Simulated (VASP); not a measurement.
Ni:

```
CELL_PARAMETERS angstrom
0.00000 1.73757 1.73757
1.73757 0.00000 1.73757
1.73757 1.73757 0.00000
ATOMIC_POSITIONS crystal
Ni 0.00000 0.00000 0.00000
```

Base run:

```yaml
Program: VASP 6.6.1
Functional: PBE
Potentials_or_basis: VASP PAW PBE potentials, release 64 (Ni_sv_GW)
Cutoff: 690 eV
k_mesh: 11 × 11 × 11
Occupations: fermi-dirac, width 0.05 eV
Spin: collinear spin, ferromagnetic start
Starting_moments: "[0.8] μB"
Fixed_moment: 0.8 μB
```

Its results: pressure 8.7 GPa; site moments Ni +0.83 μB.

The run is repeated on the same cell with these changes: fixed moment from 0.8 μB to 1.5 μB; moments at the start from [0.8] to [1.5]. What comes out?

Pressure 19.9 GPa; site moments Ni +1.43 μB.

Caveats: the cell stands under pressure; the total moment is fixed, so each spin has its own Fermi level and the state may be an excited one.
